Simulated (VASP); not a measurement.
Write the native input for VASP 6.6.1 that does the following.

* Task: single point
* Functional: revPBE
* Dispersion: D4
* Potentials or basis: VASP PAW PBE potentials, release 64 (Te, Mo_sv)
* Cutoff: 520 eV
* k mesh: 4 × 8 × 2
* Occupations: fermi-dirac, width 0.05 eV
* Spin: no spin polarisation
* Dipole correction: no
* Further INCAR settings: ALGO = Normal; EDIFF = 1e-06; NBANDS = 64

The structure of Te2Mo lies in POSCAR:

```
Te2Mo
1.0
    6.3234123703      0.0000000000      0.0021695409
    0.0000000000      3.4670304789      0.0000000000
   -0.9410701073      0.0000000000     13.0847352240
Te Mo
8 4
Direct
    0.9464788628      0.7500000000      0.6083393533
    0.0535211372      0.2500000000      0.3916606467
    0.9037783445      0.2500000000      0.8426457000
    0.0962216555      0.7500000000      0.1573543000
    0.4115964992      0.7500000000      0.8921286375
    0.5884035008      0.2500000000      0.1078713625
    0.4419812518      0.2500000000      0.6567269818
    0.5580187482      0.7500000000      0.3432730182
    0.8171095837      0.7500000000      0.9920592431
    0.1828904163      0.2500000000      0.0079407569
    0.6805774145      0.2500000000      0.4938280312
    0.3194225855      0.7500000000      0.5061719688
```

These files were run (other wordings do the same):

INCAR

```
PREC = Accurate ; ENCUT = 520
EDIFF = 1E-6 ; ISMEAR = -1
SIGMA = 0.05 ; LREAL = F
LASPH = T ; NELM = 80
ALGO = Normal ; ISIF = 2
LWAVE = F ; LCHARG = F
GGA = RE ; IVDW = 13
NBANDS = 64
```

KPOINTS

```
regular mesh
0
Gamma
  4 8 2
```

Potentials or basis: VASP PAW PBE potentials, release 64 (Te, Mo_sv).

Run with:

```bash
$ cat potpaw_PBE.64/Te/POTCAR potpaw_PBE.64/Mo_sv/POTCAR > POTCAR
$ mpirun -np 1 vasp_std > vasp.out
```

Results of the run:

```json
{
  "Pressure": "-0.1 GPa",
  "Largest force": "0.014 eV/Å",
  "Band gap on the k mesh": "zero (bands 52 and 53 overlap by 0.50 eV)",
  "Dispersion energy per atom": "-0.934 eV"
}
```

Caveat: the PAW data sets were made with another functional, which shifts forces and pressure a little; spin-orbit coupling is left out, which moves the levels of the heavy elements.

It took 19 min on 1 thread of Intel(R) Xeon(R) Platinum 8259CL CPU @ 2.50GHz (Skylake/Cascade Lake), on a shared host, peak memory 0.58 GiB.
